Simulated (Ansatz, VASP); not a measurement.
## LaC in VASP and in Ansatz

File INCAR:

```
SYSTEM = LaC
  PREC = Accurate
  ENCUT = 520
  EDIFF = 1E-6
  ISMEAR = 0
  SIGMA = 0.05
  LREAL = .FALSE.
  LASPH = .TRUE.
  NELM = 100
  ALGO = Normal
  ISIF = 2
  LWAVE = .FALSE.
  LCHARG = .FALSE.
  GGA = PS
  NBANDS = 14
```

Contents of KPOINTS:

```
regular mesh
0
G
  10 10 10
  0 0 0
```

The input POSCAR:

```
LaC
1.0
    0.0000000000      2.6393872409      2.6393872409
    2.6393872409      0.0000000000      2.6393872409
    2.6393872409      2.6393872409      0.0000000000
La C
1 1
Direct
    0.5000000000      0.5000000000      0.5000000000
    0.0000000000      0.0000000000      0.0000000000
```

Input for Ansatz:

```yaml
crystal:
  lattice:
    - [0.0, 2.6393872409, 2.6393872409]
    - [2.6393872409, 0.0, 2.6393872409]
    - [2.6393872409, 2.6393872409, 0.0]
  atoms:
    - { symbol: La, position: [0.5, 0.5, 0.5] }
    - { symbol: C, position: [0.0, 0.0, 0.0] }
basis:
  ecutwfc: 420
  ecutrho_ratio: 4
kpoints:
  mp_grid: { grid: [10, 10, 10] }
hamiltonian:
  xc: pbesol
scf:
  occupations: { method: gaussian, width: 0.05 }
output:
  forces: true
  stress: true
  eigenvalues: true
```

Alike in both runs: task single point; functional PBEsol; k mesh 10 × 10 × 10; occupations gaussian, width 0.05 eV; no spin polarisation.

|  | VASP | Ansatz |
| --- | --- | --- |
| version | VASP 6.6.1 | Ansatz 0.2.0 |
| potentials or method | VASP PAW PBE potentials, release 64 (La, C), cutoff 520 eV | scalar-relativistic, plane waves, PAW |
| valence electrons in the cell | 15 | 15 |

```csv
,VASP,Ansatz,Ansatz less VASP
gap on the k mesh at the Fermi level (eV),none,none,-
pressure (GPa),3.6,3.6,-0.04
```

VASP's potentials were made for PBE, not for PBEsol. A gap of «none» marks a metal or a gap that the smearing closes. The functional is the same, so the differences come from potentials, cutoffs and numerics.

Neither program's run includes spin-orbit coupling.
